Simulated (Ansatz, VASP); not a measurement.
**One calculation of BaBr, two programs**

Contents of INCAR:

```
  PREC = Accurate
  ENCUT = 600
  EDIFF = 1E-7
  ISMEAR = 0
  SIGMA = 0.1
  LREAL = F
  LASPH = T
  NELM = 60
  ALGO = Normal
  ISIF = 3
  LWAVE = F
  LCHARG = F
  GGA = PE
  IBRION = 2
  NSW = 100
  EDIFFG = -0.01
```

KPOINTS

```
Automatic mesh
0
Gamma
  14 14 14
```

File POSCAR:

```
BaBr
1.0
    4.0466560012      0.0000000000      0.0000000000
    0.0000000000      4.0466560012      0.0000000000
    0.0000000000      0.0000000000      4.0636368931
Ba Br
1 1
Direct
    0.0000000000      0.0000000000      0.0000000000
    0.5000000000      0.5000000000      0.5000000000
```

Input for Ansatz:

```yaml
crystal:
  lattice:
    - [4.0466560012, 0.0, 0.0]
    - [0.0, 4.0466560012, 0.0]
    - [0.0, 0.0, 4.0636368931]
  atoms:
    - { symbol: Ba, position: [0.0, 0.0, 0.0] }
    - { symbol: Br, position: [0.5, 0.5, 0.5] }
basis:
  ecutwfc: 420
kpoints:
  mp_grid: { grid: [14, 14, 14] }
hamiltonian:
  xc: pbe
scf:
  occupations: { method: gaussian, width: 0.1 }
output:
  forces: true
  stress: true
  eigenvalues: true
  write_density: true
  write_potential: true
  elf: true
  volumetric_format: npy
relax:
  adjacent_minimum: "off"
  f_tol: 0.01
  max_steps: 80
  cell: { stress_tol: 0.05 }
```

Change from the starting cell: species swapped into the FePt type (P4/mmm, No. 123).

Alike in both runs: task relaxation of cell and atoms; functional PBE; k mesh 14 × 14 × 14; occupations gaussian, width 0.1 eV; no spin polarisation.

```csv
,VASP,Ansatz
version,VASP 6.6.1,Ansatz 0.2.0
potentials or method,"VASP PAW PBE potentials, release 64 (Ba_sv, Br), cutoff 600 eV","scalar-relativistic, plane waves, PAW"
valence electrons in the cell,17,17
```

```tsv
	VASP	Ansatz	Ansatz less VASP
gap on the k mesh at the Fermi level, each at its own relaxed structure (eV)	none	none	-
relaxed volume (Å³/atom)	34.01	33.32	-0.688
relaxed length of the cell vector where the two differ most in proportion (Å)	4.078	4.050	-0.0280
```

A gap of «none» marks a metal or a gap that the smearing closes.

Neither program's run includes spin-orbit coupling.
